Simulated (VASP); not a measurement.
TaN: single point with r2SCAN

TaN:

```xyz
2
Lattice="0.0000 2.0701 2.2335 2.0701 0.0000 2.2335 2.0701 2.0701 0.0000" Properties=species:S:1:pos:R:3 pbc="T T T"
Ta    2.0701    2.0701    2.2335
N     0.0000    0.0000    0.0000
```

This cell differs from its parent crystal: strain -0.050 along x and y, +0.025 along z.

```json
{
  "Program": "VASP 6.6.1",
  "Task": "single point",
  "Functional": "r2SCAN",
  "Potentials or basis": "VASP PAW PBE potentials, release 64 (Ta_pv, N)",
  "Cutoff": "520 eV",
  "k mesh": "18 × 18 × 18",
  "Occupations": "gaussian, width 0.15 eV",
  "Spin": "no spin polarisation"
}
```

```
Pressure               : 55.2 GPa
Band gap on the k mesh : zero (bands 8 and 9 overlap by 4.40 eV)
```

Stress tensor (GPa, compression positive):
```
75.75  0.00  0.00
 0.00 75.75  0.00
 0.00  0.00 13.98
```

Levels at points of the mesh, in eV from the Fermi level:
| k point | band 4 | band 5 | band 6 | band 7 | band 8 | band 9 | band 10 | band 11 | band 12 | band 13 |
| --- | --- | --- | --- | --- | --- | --- | --- | --- | --- | --- |
| (0.00, 0.00, 0.00) | -20.93 | -4.72 | -4.31 | -4.31 | -3.14 | -2.05 | -2.05 | -1.07 | 0.75 | 3.57 |
| (0.50, 0.00, 0.00) | -17.13 | -11.75 | -8.91 | -8.87 | 2.08 | 2.44 | 2.84 | 4.39 | 7.69 | 9.95 |
| (0.50, 0.50, 0.00) | -19.76 | -7.83 | -6.29 | -4.95 | -4.95 | 2.55 | 4.16 | 4.16 | 5.64 | 8.79 |
| (0.50, 0.00, 0.50) | -19.73 | -6.89 | -6.40 | -5.54 | -5.11 | 2.31 | 3.52 | 4.86 | 6.46 | 9.06 |

It took 4.4 min on 1 thread of Intel(R) Xeon(R) Platinum 8259CL CPU @ 2.50GHz (Skylake/Cascade Lake), with other jobs on the host, peak memory 0.26 GiB.

Caveat: the cell differs from its parent crystal (strain -0.050 along x and y, +0.025 along z); the stress differs along the axes, from 14 to 76 GPa; the PAW data sets were made with another functional, which shifts forces and pressure a little; spin-orbit coupling is left out, which moves the levels of the heavy elements.
